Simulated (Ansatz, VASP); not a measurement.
**One calculation of SnO2, two programs**

```xyz
6
Lattice="-2.0263 2.0263 5.1807 2.0263 -2.0263 5.1807 2.0263 2.0263 -5.1807" Properties=species:S:1:pos:R:3 pbc="T T T"
Sn    0.0000    2.0263    2.5903
Sn    0.0000    0.0000    0.0000
O     0.0000   -0.2933    8.5575
O     0.0000    2.0263    4.6875
O     0.0000    0.0000    2.0972
O     0.0000    2.0263    0.4932
```

Alike in both runs: task single point; functional PBE; k mesh 10 × 10 × 10; occupations gaussian, width 0.05 eV; no spin polarisation.

```csv
,VASP,Ansatz
version,VASP 6.6.1,Ansatz 0.2.0
potentials or method,"VASP PAW PBE potentials, release 64 (Sn_d, O), cutoff 520 eV","scalar-relativistic, plane waves, PAW"
valence electrons in the cell,52,52
```

Ansatz gave:

| Property | Result |
| --- | --- |
| gap on the k mesh at the Fermi level (eV) | 1.26 |
| least direct gap on the mesh (eV) | 1.53 |
| pressure (GPa) | 6.4 |
| traceless stress, the component that is largest in VASP (GPa) | 9.86 |
| rms of the force components (eV/Å) | 1.988 |

Problem. Which values does VASP return?

Solution. gap on the k mesh at the Fermi level (eV): 1.25; least direct gap on the mesh (eV): 1.51; pressure (GPa): 6.9; traceless stress, the component that is largest in VASP (GPa): 10.08; rms of the force components (eV/Å): 1.997.

Atom by atom the forces differ by 0.016 eV/Å (rms over components).
